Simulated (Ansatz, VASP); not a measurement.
**One calculation of CdSe, two programs**

POSCAR

```
CdSe
1.0
    4.3407236660      0.0000000000      0.0000000000
   -2.1703618330      3.7591769656      0.0000000000
    0.0000000000      0.0000000000      7.2181788987
Cd Se
2 2
Direct
    0.3333333333      0.6666666667      0.0015566775
    0.6666666667      0.3333333333      0.5015566775
    0.3333333333      0.6666666667      0.3734433225
    0.6666666667      0.3333333333      0.8734433225
```

File INCAR.step1:

```
PREC = Accurate
ENCUT = 520
ISMEAR = 0
SIGMA = 0.01
LREAL = False
LASPH = True
NELM = 100
NBANDS = 26
GGA = PE
ALGO = Normal
EDIFF = 1E-4
LWAVE = True
LCHARG = False
```

File INCAR.step2:

```
PREC = Accurate
ENCUT = 520
EDIFF = 1E-6
ISMEAR = 0
SIGMA = 0.01
LREAL = False
LASPH = True
NELM = 100
ALGO = Normal
ISIF = 2
LWAVE = False
LCHARG = False
METAGGA = R2SCAN
LMIXTAU = True
NBANDS = 26
ISTART = 1
```

Contents of KPOINTS:

```
regular mesh
0
Gamma
  12 12 4
```

Input for Ansatz:

```yaml
crystal:
  lattice:
    - [4.340723666, 0.0, 0.0]
    - [-2.170361833, 3.7591769656, 0.0]
    - [0.0, 0.0, 7.2181788987]
  atoms:
    - { symbol: Cd, position: [0.3333333333, 0.6666666667, 0.0015566775] }
    - { symbol: Cd, position: [0.6666666667, 0.3333333333, 0.5015566775] }
    - { symbol: Se, position: [0.3333333333, 0.6666666667, 0.3734433225] }
    - { symbol: Se, position: [0.6666666667, 0.3333333333, 0.8734433225] }
kpoints:
  mp_grid: { grid: [12, 12, 4] }
  band_path:
    path:
      - [0.0, 0.0, 0.0]
      - [0.5, 0.0, 0.0]
      - [0.3333333333, 0.3333333333, 0.0]
      - [0.0, 0.0, 0.5]
      - [0.5, 0.0, 0.5]
      - [0.3333333333, 0.3333333333, 0.5]
    npoints: 1
hamiltonian:
  xc: r2scan
scf:
  occupations: { method: fixed }
  n_extra_bands: 5
output:
  forces: true
  stress: true
  eigenvalues: true
```

Change from the starting cell: uniaxial_z strain +2.0%.

Alike in both runs: task single point; functional r2SCAN; k mesh 12 × 12 × 4; no spin polarisation.

```csv
,VASP,Ansatz
version,VASP 6.6.1,Ansatz 0.2.0
potentials or method,"VASP PAW PBE potentials, release 64 (Cd, Se)","plane waves, PAW"
plane-wave cutoff (eV),520,500
occupations,"gaussian, width 0.01 eV",fixed
valence electrons in the cell,36,72
```

|  | VASP | Ansatz | Ansatz less VASP |
| --- | --- | --- | --- |
| gap on the k mesh at the Fermi level (eV) | 1.01 | 1.02 | +0.012 |
| pressure (GPa) | -0.8 | -1.0 | -0.22 |
| traceless stress, the component that is largest in VASP (GPa) | -0.58 | -0.58 | +0.006 |

VASP's potentials were made for PBE, not for r2SCAN. VASP's potentials hold 36 valence electrons a cell and Ansatz's 72, so a difference there can come from the potentials and not from the codes.
